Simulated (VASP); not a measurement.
The system is LiTlF3.

```xyz
5
Lattice="4.0025 0.0000 0.0000 0.0000 4.0025 0.0000 0.0000 0.0000 4.0025" Properties=species:S:1:pos:R:3 pbc="T T T"
Li    0.0000    0.0000    0.0000
Tl    2.0012    2.0012    2.0012
F     2.0012    0.0000    0.0000
F     0.0000    2.0012    0.0000
F     0.0000    0.0000    2.0012
```

* Program: VASP 6.6.1
* Task: relaxation of cell and atoms
* Functional: PBE
* Potentials or basis: VASP PAW PBE potentials, release 64 (Li_sv, Tl_d, F)
* Cutoff: 600 eV
* k mesh: 4 × 4 × 4
* Occupations: gaussian, width 0.1 eV
* Spin: no spin polarisation

At the start: pressure -5.2 GPa; volume 12.82 Å³/atom.

Question: Where does the relaxation end?

Answer: Over 3 steps the energy falls by 21.0 meV/atom and the volume is 11.68 Å³/atom (-8.9 %); space group Pm-3m (No. 221, to 0.05 Å).

Step by step:
```csv
step,energy change (eV),largest force (eV/Å),pressure (GPa),volume (Å³)
1,0.0000,0.0000,-5.19,64.12
2,-0.0901,0.0000,-2.24,60.34
3,-0.1051,0.0000,-0.14,58.39
```

Final structure:
```xyz
5
Lattice="3.8795 0.0000 0.0000 0.0000 3.8795 0.0000 0.0000 0.0000 3.8795" Properties=species:S:1:pos:R:3 pbc="T T T"
Li    0.0000    0.0000    0.0000
Tl    1.9397    1.9397    1.9397
F     1.9397    0.0000    0.0000
F     0.0000    1.9397    0.0000
F     0.0000    0.0000    1.9397
```

Caveat: the k points lie up to 0.40 Å⁻¹ apart in the final cell; the cutoff is under 1.25 times the usual one of these potentials, so pressure, stress and relaxed cells hold a basis-set (Pulay) error; an odd number of electrons without spin polarisation forces a metal; a magnetic or distorted state may lie lower.
